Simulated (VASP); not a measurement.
# Al2Ru (I4/mmm) in VASP: notebook, part 2 of 2

VASP 6.6.1. Earlier steps stand in the parts before.

## 3. Single point, r2SCAN

POSCAR

```
Al2Ru
1.0
   -1.5604216200      1.5604216200      4.2218055900
    1.5604216200     -1.5604216200      4.2218055900
    1.5604216200      1.5604216200     -4.2218055900
Al Ru
2 1
Direct
    0.6592021900      0.6592021900      0.0000000000
    0.3407978100      0.3407978100      0.0000000000
    0.0000000000      0.0000000000      0.0000000000
```

INCAR.step1

```
PREC = Accurate
ENCUT = 660
ISMEAR = 0
SIGMA = 0.1
LREAL = F
LASPH = T
NELM = 120
NBANDS = 18
GGA = PE
ALGO = Normal
EDIFF = 1E-5
LWAVE = T
LCHARG = F
GGA_COMPAT = F
```

INCAR.step2

```
PREC = Accurate
ENCUT = 660
EDIFF = 1E-6
ISMEAR = 0
SIGMA = 0.1
LREAL = F
LASPH = T
NELM = 120
ALGO = Normal
ISIF = 2
LWAVE = F
LCHARG = F
METAGGA = R2SCAN
LMIXTAU = T
NBANDS = 18
ISTART = 1
GGA_COMPAT = F
```

KPOINTS

```
regular mesh
0
Gamma
  1 1 1
```

Potentials or basis: VASP PAW PBE potentials, release 64 (Al, Ru_sv).

The run is started by

```sh
cat potpaw_PBE.64/Al/POTCAR potpaw_PBE.64/Ru_sv/POTCAR > POTCAR
cp INCAR.step1 INCAR
mpirun -np 1 vasp_gam > vasp.out
cp INCAR.step2 INCAR
mpirun -np 1 vasp_gam > vasp.out
```

OUTCAR:

```text
PREC = Accurate
   ENCUT = 660
   EDIFF = 1E-6
   ISMEAR = 0
   LREAL = F
   LASPH = T
   NELM = 120
   ISIF = 2
   METAGGA = R2SCAN
   ISTART = 1

 ion  position               nearest neighbor table
   1  0.659  0.659  0.000-   3 2.58   3 2.58   3 2.58   3 2.58   2 2.69   2 2.69   2 2.69   2 2.69
                             2 2.69   3 2.88
   2  0.341  0.341  0.000-   3 2.58   3 2.58   3 2.58   3 2.58   1 2.69   1 2.69   1 2.69   1 2.69
                             1 2.69   3 2.88
   3  0.000  0.000  0.000-   1 2.58   1 2.58   1 2.58   2 2.58   1 2.58   2 2.58   2 2.58   2 2.58
                             1 2.88   2 2.88

  LATTYP: Found a body centered tetragonal cell.
 ALAT       =     3.1208432400
 C/A-ratio  =     2.7055544065

  Lattice vectors:

 A1 = (  -1.5604216200,   1.5604216200,   4.2218055900)
 A2 = (   1.5604216200,  -1.5604216200,   4.2218055900)
 A3 = (   1.5604216200,   1.5604216200,  -4.2218055900)

Analysis of symmetry for initial positions (statically):
=====================================================================
 Subroutine PRICEL returns:
 Original cell was already a primitive cell.

 Routine SETGRP: Setting up the symmetry group for a
 body centered tetragonal supercell.

 Subroutine GETGRP returns: Found 16 space group operations
 (whereof 16 operations were pure point group operations)
 out of a pool of 16 trial point group operations.

The static configuration has the point symmetry D_4h.

Analysis of symmetry for dynamics (positions and initial velocities):
=====================================================================
 Subroutine PRICEL returns:
 Original cell was already a primitive cell.

 Routine SETGRP: Setting up the symmetry group for a
 body centered tetragonal supercell.

[... 95 lines left out ...]
   EMIN   =  10.00;   EMAX   =-10.00  energy-range for DOS
   EFERMI =   0.00;   METHOD = LEGACY
   ISMEAR =     0;   SIGMA  =   0.10  broadening in eV -4-tet -1-fermi 0-gaus
   EFERMI_NEDOS =   21; number of points for ismear=-14 and -15
   IALGO  =     38    algorithm
   IMIX   =      4    mixing-type and parameters
     AMIX     =   0.40;   BMIX     =  1.00
     AMIX_MAG =   1.60;   BMIX_MAG =  1.00
  volume/ion in A,a.u.               =      13.71        92.49
  Fermi-wavevector in a.u.,A,eV,Ry     =   1.329031  2.511504 24.032278  1.766323
  Thomas-Fermi vector in A             =   2.458224
   LORBIT       =      0    0 simple, 1 ext, 2 COOP (PROOUT), +10 PAW based schemes
   METAGGA = R2SCAN    functional components
   LHFCALC =     F    Hartree Fock is set to
   AEXX    =    0.0000 exact exchange contribution
   IVDW    =     0    specifies the selected vdW correction
   LEPSILON=     F    determine dielectric tensor
   LRPA    =     F    only Hartree local field effects (RPA)
 non-spin polarized calculation
 Gauss-broadening in eV      SIGMA  =   0.10
  energy-cutoff  :      660.00
  volume of cell :       41.12
 maximum number of plane-waves:       791
 NGX is ok and might be reduce to    40
   NGX = 19   NGY = 19   NGZ = 19

 number of electron      22.0000001 magnetization

 Free energy of the ion-electron system (eV)
  ---------------------------------------------------
  ext. energy  EPLUGINS =         0.00000000
  ---------------------------------------------------
  free energy    TOTEN  =       -39.78161286 eV

  energy without entropy =      -39.78161286  energy(sigma->0) =      -39.78161286

 E-fermi :  13.1028     XC(G=0): -12.7205

 val. band max:       12.6130814487   @ k =   0.0000   0.0000   0.0000
 cond. band min:      14.7304218753   @ k =   0.0000   0.0000   0.0000
 fundamental gap:      2.1173404266
 Fermi energy:        13.1027562966

 k-point     1 :       0.0000    0.0000    0.0000
  band No.  band energies     occupation
      1     -61.0895      2.00000
      2     -31.2275      2.00000
      3     -29.9947      2.00000
      4     -29.9947      2.00000
      5      -0.4449      2.00000
      6       6.4666      2.00000
[... 10 lines left out ...]
     17      18.5156      0.00000
     18      18.6943      0.00000

------------------------ aborting loop because EDIFF is reached ----------------------------------------

  FORCE on cell =-STRESS in cart. coord.  units (eV):
  Direction    XX          YY          ZZ          XY          YZ          ZX
  --------------------------------------------------------------------------------------
  -------------------------------------------------------------------------------------
  Total       -2.5153941     -2.5153941     10.8478447      0.0000000      0.0000000      0.0000000
  in kB      -98.0109222    -98.0109222    422.6801963      0.0000000      0.0000000      0.0000000
  external PRESSURE =      75.5527840 kB  Pullay stress =       0.0000000 kB

 VOLUME and BASIS-vectors are now :
 -----------------------------------------------------------------------------
  energy-cutoff  :      660.00
  volume of cell :       41.12
      direct lattice vectors                 reciprocal lattice vectors
    -1.560421620  1.560421620  4.221805590     0.000000000  0.320426219  0.118432739
     1.560421620 -1.560421620  4.221805590     0.320426219  0.000000000  0.118432739
     1.560421620  1.560421620 -4.221805590     0.320426219  0.320426219  0.000000000

 POSITION                                       TOTAL-FORCE (eV/Angst)
 -----------------------------------------------------------------------------------
      0.00000      0.00000      5.56605         0.000000      0.000000     -3.081928
      0.00000      0.00000      2.87756         0.000000      0.000000      3.081928
      0.00000      0.00000      0.00000        -0.000000     -0.000000      0.000000
 -----------------------------------------------------------------------------------
    total drift:                                0.000000     -0.000000      0.000000

  FREE ENERGIE OF THE ION-ELECTRON SYSTEM (eV)
  ---------------------------------------------------
  free  energy   TOTEN  =       -39.7816128557 eV

  energy  without entropy=      -39.7816128557  energy(sigma->0) =      -39.78161286
```

OSZICAR.step1:

```text
N       E                     dE             d eps       ncg     rms          rms(c)
DAV:   1     0.234549797117E+03    0.23455E+03   -0.14384E+04    36   0.144E+03
DAV:   2    -0.135623647327E+02   -0.24811E+03   -0.24560E+03    54   0.402E+02
DAV:   3    -0.185220198352E+02   -0.49597E+01   -0.49241E+01    40   0.579E+01
DAV:   4    -0.185635217124E+02   -0.41502E-01   -0.41483E-01    36   0.605E+00
DAV:   5    -0.185641976871E+02   -0.67597E-03   -0.67596E-03    38   0.770E-01    0.188E+01
DAV:   6    -0.175273435955E+02    0.10369E+01   -0.16230E+00    36   0.659E+00    0.123E+01
DAV:   7    -0.172587688309E+02    0.26857E+00   -0.13099E+00    36   0.104E+01    0.282E+00
DAV:   8    -0.172041587400E+02    0.54610E-01   -0.38248E-01    36   0.336E+00    0.781E-01
DAV:   9    -0.172047458014E+02   -0.58706E-03   -0.11099E-02    36   0.766E-01    0.170E-01
DAV:  10    -0.172042751574E+02    0.47064E-03   -0.52649E-03    36   0.261E-01    0.844E-02
DAV:  11    -0.172042549967E+02    0.20161E-04   -0.36371E-04    36   0.999E-02    0.222E-02
DAV:  12    -0.172042546193E+02    0.37745E-06   -0.26889E-05    18   0.207E-02
   1 F= -.17204255E+02 E0= -.17204255E+02  d E =-.555925E-13
```

Run time: 36 s. Hardware: 1 thread of Intel Xeon Platinum 8259CL at 2.50GHz (Skylake/Cascade Lake), shared host; peak memory 0.25 GiB.

Results:

| Property | Result |
| --- | --- |
| Free energy | -39.7816 eV |
| Pressure | 7.6 GPa |
| Largest force | 3.082 eV/Å |
| Band gap on the k mesh | 2.12 eV |

Forces in eV/Å, atoms in the order of the input:
```
Al   0.000  0.000 -3.082
Al   0.000  0.000  3.082
Ru   0.000  0.000  0.000
```

Caveat: the k points lie up to 2.85 Å⁻¹ apart; the PAW data sets were made with another functional, which shifts forces and pressure a little. r2SCAN opens gaps a little over a GGA but as a rule still falls short of measured ones.
